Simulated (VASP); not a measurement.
Crystal: SiO2.

```
Si O
1.0
    -2.37405    2.37405    3.74400
     2.37405   -2.37405    3.74400
     2.37405    2.37405   -3.74400
Si O
2 4
Direct
  0.00000 0.00000 0.00000
  0.75000 0.25000 0.50000
  0.99838 0.62500 0.87338
  0.37500 0.24838 0.37338
  0.75162 0.12500 0.12662
  0.87500 0.00162 0.62662
```

```yaml
Program: VASP 6.6.1
Task: relaxation of cell and atoms
Functional: PBE
Potentials_or_basis: VASP PAW PBE potentials, release 64 (Si, O)
Cutoff: 600 eV
k_mesh: 8 × 8 × 8
Occupations: gaussian, width 0.02 eV
Spin: no spin polarisation
```

At the start: pressure 3.4 GPa; volume 14.07 Å³/atom.

Q: Where does the relaxation end?

A: Over 16 steps the energy falls by 14.1 meV/atom and the volume is 15.58 Å³/atom (+10.7 %); space group I-42d (No. 122, to 0.05 Å).

The path:
```
step  energy change (eV)  largest force (eV/Å)  pressure (GPa)  volume (Å³)
   1              0.0000                0.1282            3.44        84.41
   2              0.0092                0.4607           -3.99        88.15
   3             -0.0193                0.1464           -0.08        86.07
   4             -0.0267                0.1446           -0.06        86.35
   5             -0.0439                0.1423            0.03        87.17
   6             -0.0559                0.1346            0.08        88.73
   7             -0.0665                0.0466            0.79        89.46
   8             -0.0734                0.0646            1.76        90.55
   9             -0.0775                0.0380            1.25        91.13
  10             -0.0831                0.0431           -0.25        92.87
  11             -0.0831                0.0472           -0.39        93.00
  12             -0.0831                0.0460           -0.36        92.95
  13             -0.0835                0.0391           -0.32        93.09
  14             -0.0842                0.0226           -0.27        93.48
  15             -0.0843                0.0161           -0.24        93.67
  16             -0.0844                0.0003            0.03        93.46
```

Final structure:
```
Si O
1.0
    -2.51709    2.51709    3.68792
     2.51709   -2.51709    3.68792
     2.51709    2.51709   -3.68792
Si O
2 4
Direct
  0.00000 0.00000 0.00000
  0.75000 0.25000 0.50000
  0.96573 0.62500 0.84073
  0.37500 0.21573 0.34073
  0.78427 0.12500 0.15927
  0.87500 0.03427 0.65927
```

Caveat: the volume moved by +11 % from the deposited cell, more than functionals usually miss.
